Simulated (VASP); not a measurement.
Runs of VASP 6.6.1 on Na. The structure is that of space group Im-3m (No. 229), or close to it. The cells are those of the table. 

```csv
cell,gap on the mesh (eV),pressure (GPa)
"a = 3.613 Å, angles 110.7, 110.7, 107.0°, 1 atom",none,(a)
"a = 3.558 Å, angles 109.5°, 1 atom",none,-0.4
"a = 3.595 Å, angles 110.3, 110.3, 107.8°, 1 atom",none,-0.6
"a = 3.576 Å, angles 109.9, 109.9, 108.6°, 1 atom",none,-0.6
```

Alike in all rows: task single point; level LDA; potentials or basis VASP PAW LDA potentials, release 64 (Na_pv); no spin polarisation; k mesh 16 × 16 × 16; cutoff (eV) 520; smearing gaussian 0.15 eV.

Problem. Estimate the missing entries.

Solution. (a) -0.7.

A gap of «none» marks levels without a gap at the run's occupations.
